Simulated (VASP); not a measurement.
# FeGe (P1) in VASP: a series of runs, part 4 of 4

VASP 6.6.1. The steps go on from the part before.

### 6 Single point, r2SCAN, collinear spin, ferromagnetic start

File POSCAR:

```
FeGe
1.0
    3.0161730360      0.0000000000      0.0000000000
    0.0000000000      3.0161730360      0.0000000000
    0.0000000000      0.0000000000      3.0161730360
Fe Ge
1 1
Direct
    0.0000000000      0.0000000000      0.0000000000
    0.4633440200      0.4507515000      0.4535288900
```

File INCAR.step1:

```
ALGO     = Normal         # electronic algorithm
EDIFF    = 1E-4           # SCF threshold, eV
ENCUT    = 520            # plane-wave cutoff, eV
GGA      = PE             # functional
ISMEAR   = 0              # smearing method
ISPIN    = 2              # spin polarisation
LASPH    = True           # aspherical terms in the spheres
LCHARG   = False          # write CHGCAR
LMAXMIX  = 4              # l up to which the mixer works
LREAL    = False          # projectors in reciprocal space
LWAVE    = True           # write WAVECAR
MAGMOM   = 2 0            # initial moments
NBANDS   = 22             # bands
NELM     = 150            # most SCF steps
PREC     = Accurate       # precision mode
SIGMA    = 0.05           # smearing width, eV
```

File INCAR.step2:

```
ALGO     = Normal         # electronic algorithm
EDIFF    = 1E-6           # SCF threshold, eV
ENCUT    = 520            # plane-wave cutoff, eV
ISIF     = 2              # what is computed and relaxed
ISMEAR   = 0              # smearing method
ISPIN    = 2              # spin polarisation
ISTART   = 1            
LASPH    = True           # aspherical terms in the spheres
LCHARG   = True           # write CHGCAR
LELF     = True           # ELF
LMAXMIX  = 4              # l up to which the mixer works
LMIXTAU  = True         
LORBIT   = 11             # projections on sites
LREAL    = False          # projectors in reciprocal space
LVHAR    = True         
LWAVE    = False          # write WAVECAR
MAGMOM   = 2 0            # initial moments
METAGGA  = R2SCAN         # meta-GGA
NBANDS   = 22             # bands
NELM     = 150            # most SCF steps
PREC     = Accurate       # precision mode
SIGMA    = 0.05           # smearing width, eV
```

File KPOINTS:

```
k-points
0
Gamma
  3 3 3
```

Potentials or basis: VASP PAW PBE potentials, release 64 (Fe, Ge_d).

Run with:

```console
$ cat potpaw_PBE.64/Fe/POTCAR potpaw_PBE.64/Ge_d/POTCAR > POTCAR
$ cp INCAR.step1 INCAR
$ mpirun -np 1 vasp_std > vasp.out
$ cp INCAR.step2 INCAR
$ mpirun -np 1 vasp_std > vasp.out
```

OUTCAR:

```text
EDIFF = 1E-6
   ENCUT = 520
   ISIF = 2
   ISMEAR = 0
   ISPIN = 2
   ISTART = 1
   LASPH = True
   LORBIT = 11
   LREAL = False
   METAGGA = R2SCAN
   NELM = 150
   PREC = Accurate

 ion  position               nearest neighbor table
   1  0.000  0.000  0.000-   2 2.38   2 2.52   2 2.55   2 2.56   2 2.68   2 2.69   2 2.72   2 2.84

   2  0.463  0.451  0.454-   1 2.38   1 2.52   1 2.55   1 2.56   1 2.68   1 2.69   1 2.72   1 2.84

  LATTYP: Found a simple cubic cell.
 ALAT       =     3.0161730360

  Lattice vectors:

 A1 = (   3.0161730360,   0.0000000000,   0.0000000000)
 A2 = (   0.0000000000,   3.0161730360,   0.0000000000)
 A3 = (   0.0000000000,   0.0000000000,   3.0161730360)

Analysis of symmetry for initial positions (statically):
=====================================================================
 Subroutine PRICEL returns:
 Original cell was already a primitive cell.

 Routine SETGRP: Setting up the symmetry group for a
 simple cubic supercell.

 Subroutine GETGRP returns: Found  1 space group operations
 (whereof  1 operations were pure point group operations)
 out of a pool of 48 trial point group operations.

The static configuration has the point symmetry C_1 .

Analysis of symmetry for dynamics (positions and initial velocities):
=====================================================================
 Subroutine PRICEL returns:
 Original cell was already a primitive cell.

 Routine SETGRP: Setting up the symmetry group for a
 simple cubic supercell.

 Subroutine GETGRP returns: Found  1 space group operations
 (whereof  1 operations were pure point group operations)
 out of a pool of 48 trial point group operations.

The dynamic configuration has the point symmetry C_1 .

Analysis of structural, dynamic, and magnetic symmetry:
=====================================================================
 Subroutine PRICEL returns:
 Original cell was already a primitive cell.

 Routine SETGRP: Setting up the symmetry group for a
 simple cubic supercell.
[... 139 lines left out ...]
  ext. energy  EPLUGINS =         0.00000000
  ---------------------------------------------------
  free energy    TOTEN  =       -27.25396323 eV

  energy without entropy =      -27.25396323  energy(sigma->0) =      -27.25396323

 E-fermi :   7.1506     XC(G=0): -13.8096

 val. band max:        6.8103735049   @ k =   0.3333   0.0000   0.0000
 cond. band min:       7.4410896409   @ k =   0.3333  -0.3333   0.3333
 fundamental gap:      0.6307161359
 Fermi energy:         7.1506289752

 spin component 1

 k-point     1 :       0.0000    0.0000    0.0000
  band No.  band energies     occupation
      1     -18.2876      1.00000
      2     -18.2853      1.00000
      3     -18.2043      1.00000
      4     -18.1938      1.00000
      5     -18.1917      1.00000
      6      -6.1469      1.00000
[... 339 lines left out ...]
     21      31.8979      0.00000
     22      34.7957      0.00000
 Fermi energy:         7.1506289752

 spin component 2

 k-point     1 :       0.0000    0.0000    0.0000
  band No.  band energies     occupation
      1     -18.2876      1.00000
      2     -18.2853      1.00000
      3     -18.2043      1.00000
      4     -18.1938      1.00000
      5     -18.1917      1.00000
      6      -6.1469      1.00000
[... 339 lines left out ...]
     21      31.8979      0.00000
     22      34.7957      0.00000

------------------------ aborting loop because EDIFF is reached ----------------------------------------

  FORCE on cell =-STRESS in cart. coord.  units (eV):
  Direction    XX          YY          ZZ          XY          YZ          ZX
  --------------------------------------------------------------------------------------
  -------------------------------------------------------------------------------------
  Total       -3.6952159     -3.6874907     -3.6898319      0.4682988      0.5793402      0.4451155
  in kB     -215.7653183   -215.3142418   -215.4509451     27.3441759     33.8279345     25.9904953
  external PRESSURE =    -215.5101684 kB  Pullay stress =       0.0000000 kB

 VOLUME and BASIS-vectors are now :
 -----------------------------------------------------------------------------
  energy-cutoff  :      520.00
  volume of cell :       27.44
      direct lattice vectors                 reciprocal lattice vectors
     3.016173036  0.000000000  0.000000000     0.331545965  0.000000000  0.000000000
     0.000000000  3.016173036  0.000000000     0.000000000  0.331545965  0.000000000
     0.000000000  0.000000000  3.016173036     0.000000000  0.000000000  0.331545965

 POSITION                                       TOTAL-FORCE (eV/Angst)
 -----------------------------------------------------------------------------------
      0.00000      0.00000      0.00000        -0.201272     -0.254095     -0.244760
      1.39753      1.35954      1.36792         0.201272      0.254095      0.244760
 -----------------------------------------------------------------------------------
    total drift:                               -0.007001      0.006963      0.005654

  FREE ENERGIE OF THE ION-ELECTRON SYSTEM (eV)
  ---------------------------------------------------
  free  energy   TOTEN  =       -27.2539632329 eV

  energy  without entropy=      -27.2539632329  energy(sigma->0) =      -27.25396323

 total charge

# of ion       s       p       d       tot
------------------------------------------
    1        0.367   0.419   6.413   7.199
    2        1.067   1.160  10.099  12.327
--------------------------------------------------
tot          1.434   1.579  16.512  19.526

 magnetization (x)

# of ion       s       p       d       tot
------------------------------------------
    1        0.000  -0.000  -0.000  -0.000
    2       -0.000   0.000   0.000   0.000
--------------------------------------------------
tot         -0.000   0.000  -0.000  -0.000
```

OUTCAR.step1:

```text
EDIFF = 1E-4
   ENCUT = 520
   GGA = PE
   ISMEAR = 0
   ISPIN = 2
[... 931 lines left out ...]
 -----------------------------------------------------------------------------------
      0.00000      0.00000      0.00000        -0.254943     -0.316191     -0.303717
      1.39753      1.35954      1.36792         0.254943      0.316191      0.303717
 -----------------------------------------------------------------------------------
    total drift:                                0.000916     -0.000769     -0.001156

  FREE ENERGIE OF THE ION-ELECTRON SYSTEM (eV)
  ---------------------------------------------------
  free  energy   TOTEN  =       -12.5041056294 eV

  energy  without entropy=      -12.5041056294  energy(sigma->0) =      -12.50410563
```

Run time: 26 s. Hardware: 1 thread of Intel Xeon 6975P-C (Granite Rapids), shared host; peak memory 0.16 GiB.

What came out:

```
Free energy                                           : -27.2540 eV
Pressure                                              : -21.6 GPa
Largest force                                         : 0.406 eV/Å
Band gap on the k mesh                                : 0.63 eV, indirect (least direct gap 0.77 eV)
Net moment                                            : 0.00 μB per cell
Valence electrons inside the program's atomic spheres : Fe 7.20; Ge 12.33
```

Forces in eV/Å, atoms in the order of the input:
```
Fe  -0.201 -0.254 -0.245
Ge   0.201  0.254  0.245
```

Levels at points of the mesh, in eV from the valence-band top:
Spin up:
| k point | band 7 | band 8 | band 9 | band 10 | band 11 | band 12 | band 13 | band 14 | band 15 | band 16 |
| --- | --- | --- | --- | --- | --- | --- | --- | --- | --- | --- |
| (0.00, 0.00, 0.00) | -1.85 | -1.85 | -0.17 | -0.04 | -0.03 | 3.56 | 3.60 | 3.63 | 9.22 | 9.82 |
Spin down:
```csv
k point,band 8,band 9,band 10,band 11,band 12,band 13,band 14,band 15
"(0.00, 0.00, 0.00)",-1.85,-0.17,-0.04,-0.03,3.56,3.60,3.63,9.22
```

Caveat: the k points lie up to 0.69 Å⁻¹ apart; the starting moments collapsed, and a magnetic state may lie lower; the PAW data sets were made with another functional, which shifts forces and pressure a little.
